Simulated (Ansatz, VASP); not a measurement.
LiH in VASP and in Ansatz

Contents of POSCAR:

```
LiH
1.0
    2.4183534767      0.0000000000      0.0000000000
    0.0000000000      2.4183534767      0.0000000000
    0.0000000000      0.0000000000      2.4183534767
Li H
1 1
Direct
    0.0000000000      0.0000000000      0.0000000000
    0.5000000000      0.5000000000      0.5000000000
```

INCAR.step1

```
SYSTEM = LiH
ALGO = Normal
EDIFF = 1E-5
ENCUT = 520
GGA = PE
ISIF = 2
ISMEAR = 0
LASPH = .TRUE.
LREAL = .FALSE.
LWAVE = .TRUE.
NBANDS = 9
NELM = 60
PREC = Accurate
SIGMA = 0.01
```

INCAR.step2

```
SYSTEM = LiH
ALGO = Normal
EDIFF = 1E-6
ENCUT = 520
GGA = PE
HFSCREEN = 0.2079
ISIF = 2
ISMEAR = 0
ISTART = 1
LASPH = .TRUE.
LCHARG = .TRUE.
LELF = .TRUE.
LHFCALC = .TRUE.
LREAL = .FALSE.
LVHAR = .TRUE.
LWAVE = .FALSE.
NBANDS = 9
NELM = 60
PREC = Accurate
PRECFOCK = Normal
SIGMA = 0.01
```

Contents of KPOINTS:

```
k-points
0
G
  8 8 8
  0 0 0
```

Input for Ansatz:

```yaml
crystal:
  lattice:
    - [2.4183534767, 0.0, 0.0]
    - [0.0, 2.4183534767, 0.0]
    - [0.0, 0.0, 2.4183534767]
  atoms:
    - { symbol: Li, position: [0.0, 0.0, 0.0] }
    - { symbol: H, position: [0.5, 0.5, 0.5] }
kpoints:
  mp_grid: { grid: [8, 8, 8] }
  band_path:
    path:
      - [0.0, 0.0, 0.0]
      - [0.0, 0.5, 0.0]
      - [0.5, 0.5, 0.0]
      - [0.5, 0.5, 0.5]
      - [0.0, 0.0, 0.5]
    npoints: 1
hamiltonian:
  xc: hse06
scf:
  occupations: { method: fixed }
  n_extra_bands: 4
output:
  forces: true
  stress: true
  eigenvalues: true
```

Change from the starting cell: hydrostatic strain -3.3%.

Alike in both runs: task single point; functional HSE06; k mesh 8 × 8 × 8; no spin polarisation.

|  | VASP | Ansatz |
| --- | --- | --- |
| version | VASP 6.6.1 | Ansatz 0.2.0 |
| potentials or method | VASP PAW PBE potentials, release 64 (Li_sv, H) | plane waves, PAW |
| plane-wave cutoff (eV) | 520 | 420 |
| occupations | gaussian, width 0.01 eV | fixed |
| valence electrons in the cell | 4 | 4 |

```csv
,VASP,Ansatz,Ansatz less VASP
gap on the k mesh at the Fermi level (eV),1.42,1.39,-0.024
```

Ansatz's warnings: stress exchange threshold loose, stress scf threshold loose.

Noted on VASP's run: the cutoff is short for stress, so the pressure is rough.
